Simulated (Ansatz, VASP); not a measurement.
**BAs in VASP and in Ansatz**

INCAR

```
SYSTEM = BAs
  PREC = Accurate
  ENCUT = 520
  EDIFF = 1E-6
  ISMEAR = -1
  SIGMA = 0.02
  LREAL = .False.
  LASPH = .True.
  NELM = 80
  ALGO = Normal
  ISIF = 2
  LWAVE = .False.
  LCHARG = .False.
  GGA = PS
  NBANDS = 11
```

File KPOINTS:

```
Automatic mesh
0
Gamma
  6 6 6
  0 0 0
```

File POSCAR:

```
BAs
1.0
    0.0000000000      2.3052873177      2.3052873177
    2.3052873177      0.0000000000      2.3052873177
    2.3052873177      2.3052873177      0.0000000000
B As
1 1
Direct
    0.0000000000      0.0000000000      0.0000000000
    0.5000000000      0.5000000000      0.5000000000
```

Input for Ansatz:

```yaml
crystal:
  lattice:
    - [0.0, 2.3052873177, 2.3052873177]
    - [2.3052873177, 0.0, 2.3052873177]
    - [2.3052873177, 2.3052873177, 0.0]
  atoms:
    - { symbol: B, position: [0.0, 0.0, 0.0] }
    - { symbol: As, position: [0.5, 0.5, 0.5] }
kpoints:
  mp_grid: { grid: [6, 6, 6] }
hamiltonian:
  xc: pbesol
scf:
  occupations: { method: fermi_dirac, width: 0.02 }
  n_extra_bands: 4
output:
  forces: true
  stress: true
  eigenvalues: true
```

Alike in both runs: task single point; functional PBEsol; k mesh 6 × 6 × 6; occupations fermi-dirac, width 0.02 eV; no spin polarisation.

|  | VASP | Ansatz |
| --- | --- | --- |
| version | VASP 6.6.1 | Ansatz 0.2.0 |
| potentials or method | VASP PAW PBE potentials, release 64 (B, As) | plane waves, PAW |
| plane-wave cutoff (eV) | 520 | 420 |
| valence electrons in the cell | 8 | 18 |

|  | VASP | Ansatz | Ansatz less VASP |
| --- | --- | --- | --- |
| pressure (GPa) | -3.2 | -3.8 | -0.54 |

VASP's potentials were made for PBE, not for PBEsol. VASP's potentials hold 8 valence electrons a cell and Ansatz's 18, so a difference there can come from the potentials and not from the codes.

The k mesh is coarse, so the values compare programs but aren't converged.
